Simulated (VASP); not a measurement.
# Hg (P6_3/mmc) in VASP: single point with PBE+D3(BJ)

Aim: the single point of Hg with PBE+D3(BJ).

Program: VASP 6.6.1. These are calculated values, not measurements. Logs are shortened: lines on timing, memory, paths and dates and some standing lists are left out, and cuts for length are marked.

## Step 1: The cell of the first run

It takes space group P6_3/mmc (No. 194, hexagonal). Conventional cell: a = 3.337 Å, b = 3.337 Å, c = 10.588 Å, α = 90.00°, β = 90.00°, γ = 120.00°. Hg (site symmetry -3m) has 12 Hg at 3.27 to 3.34 Å within 4.3 Å. Hg (site symmetry -6m2) has 12 Hg at 3.27 to 3.34 Å within 4.3 Å.

## Step 2: Single point, PBE+D3(BJ)

The input, POSCAR:

```
Hg
1.0
    3.3374995849      0.0000000000      0.0000000000
   -1.6687497925      2.8903594256      0.0000000000
    0.0000000000      0.0000000000     10.5882697211
Hg
4
Direct
    0.0000000000      0.0000000000      0.0000000000
    0.3333333333      0.6666666667      0.2500000000
    0.0000000000      0.0000000000      0.5000000000
    0.6666666667      0.3333333333      0.7500000000
```

The input, INCAR.step1:

```
  PREC = Accurate
  ENCUT = 400
  EDIFF = 1E-6
  ISMEAR = 0
  SIGMA = 0.1
  LREAL = F
  LASPH = T
  NELM = 120
  ALGO = Normal
  ISIF = 2
  LWAVE = F
  LCHARG = T
  GGA = PE
  IVDW = 12
  NBANDS = 32
  GGA_COMPAT = F
  NEDOS = 2001
  LORBIT = 11
```

The input, KPOINTS.step1:

```
Automatic mesh
0
Gamma
  15 15 4
```

The input, INCAR.step2:

```
  PREC = Accurate
  ENCUT = 400
  EDIFF = 1E-6
  ISMEAR = -5
  SIGMA = 0.1
  LREAL = F
  LASPH = T
  NELM = 120
  ALGO = Normal
  ISIF = 2
  LWAVE = F
  LCHARG = F
  GGA = PE
  IVDW = 12
  LORBIT = 11
  NEDOS = 1001
  ICHARG = 11
  GGA_COMPAT = F
```

The input, KPOINTS.step2:

```
Automatic mesh
0
Gamma
  23 23 6
```

Potentials or basis: VASP PAW PBE potentials, release 64 (Hg).

On the command line:

```bash
> cat potpaw_PBE.64/Hg/POTCAR > POTCAR
> cp INCAR.step1 INCAR
> cp KPOINTS.step1 KPOINTS
> mpirun -np 1 vasp_std > vasp.out
> cp INCAR.step2 INCAR
> cp KPOINTS.step2 KPOINTS
> mpirun -np 1 vasp_std > vasp.out
```

OUTCAR:

```text
PREC = Accurate
   ENCUT = 400
   EDIFF = 1E-6
   ISMEAR = -5
   LREAL = F
   LASPH = T
   NELM = 120
   ISIF = 2
   GGA = PE
   IVDW = 12
   LORBIT = 11
   ICHARG = 11
 IVDW          = 12

 ion  position               nearest neighbor table
   1  0.000  0.000  0.000-   2 3.27   4 3.27   2 3.27   4 3.27   4 3.27   2 3.27
   2  0.333  0.667  0.250-   1 3.27   3 3.27   1 3.27   3 3.27   1 3.27   3 3.27
   3  0.000  0.000  0.500-   2 3.27   4 3.27   2 3.27   4 3.27   4 3.27   2 3.27
   4  0.667  0.333  0.750-   1 3.27   3 3.27   1 3.27   3 3.27   1 3.27   3 3.27

  LATTYP: Found a hexagonal cell.
 ALAT       =     3.3374995849
 C/A-ratio  =     3.1725156668

  Lattice vectors:

 A1 = (   3.3374995849,   0.0000000000,   0.0000000000)
 A2 = (  -1.6687497925,   2.8903594256,   0.0000000000)
 A3 = (   0.0000000000,   0.0000000000,  10.5882697211)

Analysis of symmetry for initial positions (statically):
=====================================================================
 Subroutine PRICEL returns:
 Original cell was already a primitive cell.

 Routine SETGRP: Setting up the symmetry group for a
 hexagonal supercell.

 Subroutine GETGRP returns: Found 24 space group operations
 (whereof 12 operations were pure point group operations)
 out of a pool of 24 trial point group operations.

The static configuration has the point symmetry D_3d.
 The point group associated with its full space group is D_6h.

Analysis of symmetry for dynamics (positions and initial velocities):
=====================================================================
 Subroutine PRICEL returns:
 Original cell was already a primitive cell.

 Routine SETGRP: Setting up the symmetry group for a
 hexagonal supercell.

 Subroutine GETGRP returns: Found 24 space group operations
 (whereof 12 operations were pure point group operations)
 out of a pool of 24 trial point group operations.

The dynamic configuration has the point symmetry D_3d.
 The point group associated with its full space group is D_6h.

 Subroutine INISYM returns: Found 24 space group operations
 (whereof 12 operations are pure point group operations),
 and found     1 'primitive' translations

----------------------------------------------------------------------------------------

                                     Primitive cell

  volume of cell :     102.1405

[... 100 lines left out ...]
   ISIF   =      2    stress and relaxation
   ISYM   =      2    0-nonsym 1-usesym 2-fastsym
   POTIM  = 0.5000    time-step for ionic-motion
   TEBEG  =    0.0;   TEEND  =   0.0 temperature during run
   PSTRESS=    0.0 pullay stress
   NELECT =      48.0000    total number of electrons
   NUPDOWN=      -1.0000    fix difference up-down
   EMIN   =  10.00;   EMAX   =-10.00  energy-range for DOS
   EFERMI =   0.00;   METHOD = LEGACY
   ISMEAR =    -5;   SIGMA  =   0.10  broadening in eV -4-tet -1-fermi 0-gaus
   EFERMI_NEDOS =   21; number of points for ismear=-14 and -15
   IALGO  =     38    algorithm
   IMIX   =      4    mixing-type and parameters
     AMIX     =   0.40;   BMIX     =  1.00
     AMIX_MAG =   1.60;   BMIX_MAG =  1.00
  volume/ion in A,a.u.               =      25.54       172.32
  Fermi-wavevector in a.u.,A,eV,Ry     =   1.272787  2.405220 22.041274  1.619988
  Thomas-Fermi vector in A             =   2.405647
   LORBIT       =     11    0 simple, 1 ext, 2 COOP (PROOUT), +10 PAW based schemes
   GGA     = PE    functional components
   LHFCALC =     F    Hartree Fock is set to
   AEXX    =    0.0000 exact exchange contribution
   IVDW    =    12    specifies the selected vdW correction
   LEPSILON=     F    determine dielectric tensor
   LRPA    =     F    only Hartree local field effects (RPA)
 non-spin polarized calculation
 Fermi weights with tetrahedron method with Bloechl corrections
  energy-cutoff  :      400.00
  volume of cell :      102.14
 maximum number of plane-waves:      1919
 NGX is ok and might be reduce to    24

 number of electron      48.0000015 magnetization

 Free energy of the ion-electron system (eV)
  ---------------------------------------------------
  ext. energy  EPLUGINS =         0.00000000
  ---------------------------------------------------
  free energy    TOTEN  =        -0.57010710 eV

  energy without entropy =       -0.57010710  energy(sigma->0) =       -0.57010710

 E-fermi :   1.8787     XC(G=0): -10.4252

 val. band max:        1.9265695910   @ k =   0.3478   0.0435   0.0000
 cond. band min:       1.6327865161   @ k =   0.4783   0.0435   0.0000
 fundamental gap:     -0.2937830750
 Fermi energy:         1.8786882159

 k-point     1 :       0.0000    0.0000    0.0000
  band No.  band energies     occupation
      1      -6.2767      2.00000
      2      -5.4030      2.00000
      3      -5.2830      2.00000
      4      -5.2671      2.00000
      5      -4.6388      2.00000
      6      -4.6388      2.00000
[... 733 lines left out ...]
     27       9.0858      0.00000
     28      10.3484      0.00000

 [... further k-points ...]

------------------------ aborting loop because EDIFF is reached ----------------------------------------

 Edisp (eV)   -1.63974

 E8    (eV) :    -0.7433

  FORCE on cell =-STRESS in cart. coord.  units (eV):
  Direction    XX          YY          ZZ          XY          YZ          ZX
  --------------------------------------------------------------------------------------
  -------------------------------------------------------------------------------------
  Total       0.37761     0.37761     0.39545    -0.00000    -0.00000     0.00000
  in kB       5.92326     5.92326     6.20300    -0.00000    -0.00000     0.00000
  external pressure =        6.02 kB  Pullay stress =        0.00 kB

 VOLUME and BASIS-vectors are now :
 -----------------------------------------------------------------------------
  energy-cutoff  :      400.00
  volume of cell :      102.14
      direct lattice vectors                 reciprocal lattice vectors
     3.337499585  0.000000000  0.000000000     0.299625505  0.172988866  0.000000000
    -1.668749793  2.890359426  0.000000000     0.000000000  0.345977732  0.000000000
     0.000000000  0.000000000 10.588269721     0.000000000  0.000000000  0.094444137

 POSITION                                       TOTAL-FORCE (eV/Angst)
 -----------------------------------------------------------------------------------
      0.00000      0.00000      0.00000        -0.000000      0.000000     -0.000000
     -0.00000      1.92691      2.64707         0.000000      0.000000      0.000000
      0.00000      0.00000      5.29413        -0.000000      0.000000     -0.000000
      1.66875      0.96345      7.94120         0.000000     -0.000000     -0.000000
 -----------------------------------------------------------------------------------
    total drift:                               -0.000000      0.000000      0.000000

  FREE ENERGIE OF THE ION-ELECTRON SYSTEM (eV)
  ---------------------------------------------------
  free  energy   TOTEN  =        -2.2098506032 eV

  energy  without entropy=       -2.2098506032  energy(sigma->0) =       -2.20985060

 total charge

# of ion       s       p       d       tot
------------------------------------------
    1        0.932   0.173   9.333  10.439
    2        0.929   0.176   9.332  10.438
    3        0.932   0.173   9.333  10.439
    4        0.929   0.176   9.332  10.438
--------------------------------------------------
tot          3.724   0.699  37.331  41.753
```

OUTCAR.step1:

```text
PREC = Accurate
   ENCUT = 400
   EDIFF = 1E-6
   ISMEAR = 0
   LREAL = F
   LASPH = T
   NELM = 120
   ISIF = 2
   GGA = PE
   IVDW = 12
[... 1079 lines left out ...]
    total drift:                               -0.000000      0.000000      0.000000

  FREE ENERGIE OF THE ION-ELECTRON SYSTEM (eV)
  ---------------------------------------------------
  free  energy   TOTEN  =        -2.2149620672 eV

  energy  without entropy=       -2.2099202909  energy(sigma->0) =       -2.21244118

 total charge

# of ion       s       p       d       tot
------------------------------------------
    1        0.929   0.175   9.333  10.438
    2        0.927   0.177   9.332  10.436
    3        0.929   0.175   9.333  10.438
    4        0.927   0.177   9.332  10.436
--------------------------------------------------
tot          3.712   0.705  37.330  41.747
```

OSZICAR.step1:

```text
N       E                     dE             d eps       ncg     rms          rms(c)
DAV:   1     0.342153201275E+03    0.34215E+03   -0.21021E+04  5200   0.117E+03
DAV:   2     0.930030583103E+01   -0.33285E+03   -0.31480E+03  5496   0.346E+02
DAV:   3    -0.632677256903E+00   -0.99330E+01   -0.98389E+01  6064   0.652E+01
DAV:   4    -0.663680789185E+00   -0.31004E-01   -0.30996E-01  5488   0.319E+00
DAV:   5    -0.663737006095E+00   -0.56217E-04   -0.56216E-04  6040   0.136E-01    0.568E+00
DAV:   6    -0.579852724190E+00    0.83884E-01   -0.22159E-01  5472   0.389E+00    0.430E+00
DAV:   7    -0.576140312092E+00    0.37124E-02   -0.61757E-02  5592   0.177E+00    0.113E+00
DAV:   8    -0.575099181791E+00    0.10411E-02   -0.11666E-02  5456   0.946E-01    0.115E-01
DAV:   9    -0.575141462662E+00   -0.42281E-04   -0.54448E-05  5920   0.534E-02    0.494E-02
DAV:  10    -0.575216867166E+00   -0.75405E-04   -0.65152E-05  5440   0.544E-02    0.698E-03
DAV:  11    -0.575218656754E+00   -0.17896E-05   -0.47368E-06  5576   0.173E-02    0.313E-03
DAV:  12    -0.575218563004E+00    0.93751E-07   -0.60730E-08  2936   0.151E-03
   1 F= -.22149621E+01 E0= -.22124412E+01  d E =-.504178E-02
```

Wall time 7.3 min (1 thread of Oxide Virtual Turin-like, shared host); peak memory 0.39 GiB.

Results:

* Valence electrons inside the program's atomic spheres: Hg 10.44
* Dispersion energy per atom: -0.410 eV

Caveat: spin-orbit coupling is left out, which moves the levels of the heavy elements.
